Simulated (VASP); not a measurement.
Runs of VASP 6.6.1 on TiSe. The structure is that of space group P6_3/mmc (No. 194), or close to it. The cells are those of the table. 

```tsv
cell	gap on the mesh (eV)	pressure (GPa)
a = 3.482, b = 3.482, c = 6.812 Å, angles 90.0, 90.0, 120.0°, 4 atoms	none	-4.0
a = 3.459, b = 3.459, c = 6.768 Å, angles 90.0, 90.0, 120.0°, 4 atoms	none	(b)
a = 3.504, b = 3.504, c = 6.855 Å, angles 90.0, 90.0, 120.0°, 4 atoms	none	(a)
a = 3.366, b = 3.366, c = 6.586 Å, angles 90.0, 90.0, 120.0°, 4 atoms	none	9.0
a = 3.437, b = 3.437, c = 6.723 Å, angles 90.0, 90.0, 120.0°, 4 atoms	none	0.4
```

Alike in all rows: task single point; level r2SCAN; potentials or basis VASP PAW PBE potentials, release 64 (Ti_sv, Se); no spin polarisation; k mesh 11 × 11 × 5; cutoff (eV) 520; smearing fermi-dirac 0.1 eV.

Task: Fill in the values left out.

Result: (a) -5.9; (b) -1.9.

Caveats: the PAW data sets were made with another functional, which shifts forces and pressure a little; the cell stands under tension (at least some runs); the cell stands under pressure (at least some runs).

A k mesh can miss the band edges, and the runs leave out spin-orbit coupling on Se.

A gap of «none» marks levels without a gap at the run's occupations.
